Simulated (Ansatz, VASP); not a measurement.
# Two plane-wave programs on Se

INCAR

```
  PREC = Accurate
  ENCUT = 520
  EDIFF = 1E-7
  ISMEAR = -1
  SIGMA = 0.1
  LREAL = False
  LASPH = True
  NELM = 80
  ALGO = Normal
  ISIF = 2
  LWAVE = False
  LCHARG = True
  LELF = True
  LVHAR = True
  NBANDS = 9
```

KPOINTS

```
Automatic mesh
0
Gamma
  13 13 13
```

POSCAR

```
Se
1.0
    2.8059176126      0.0000000000      0.0000000000
    0.0000000000      2.8059176126      0.0000000000
    0.0000000000      0.0000000000      2.8059176126
Se
1
Direct
    0.0000000000      0.0000000000      0.0000000000
```

Input for Ansatz:

```yaml
crystal:
  lattice:
    - [2.8059176126, 0.0, 0.0]
    - [0.0, 2.8059176126, 0.0]
    - [0.0, 0.0, 2.8059176126]
  atoms:
    - { symbol: Se, position: [0.0, 0.0, 0.0] }
hamiltonian:
  xc: lda
  pseudopotentials:
    kind: paw
    azcp:
      Se: "pseudopotentials/Se.paw.azcp"
basis:
  ecutwfc: 420
  fft_grid_basis: typed
kpoints:
  mp_grid: { grid: [13, 13, 13], shift: [0, 0, 0] }
magnetization:
  spin_polarized: false
scf:
  occupations: { method: fermi_dirac, width: 0.1 }
  lower_state_search: "off"
output:
  stress: true
  write_density: true
  write_potential: true
  elf: true
  volumetric_format: npy
```

Alike in both runs: task single point; functional LDA; k mesh 13 × 13 × 13; occupations fermi-dirac, width 0.1 eV; no spin polarisation.

```csv
,VASP,Ansatz
version,VASP 6.6.1,Ansatz 0.2.0
potentials or method,"VASP PAW LDA potentials, release 64 (Se), cutoff 520 eV","plane waves (420 eV) with PAW, scalar-relativistic"
valence electrons in the cell,6,16
```

|  | VASP | Ansatz | Ansatz less VASP |
| --- | --- | --- | --- |
| pressure (GPa) | -2.9 | -3.1 | -0.16 |

Ansatz warns that its potentials were made for another functional, while VASP's fit it. LDA's correlation is that of Perdew and Zunger in VASP and of Perdew and Wang (1992) in Ansatz. VASP's potentials hold 6 valence electrons a cell and Ansatz's 16, so a difference there can come from the potentials and not from the codes.
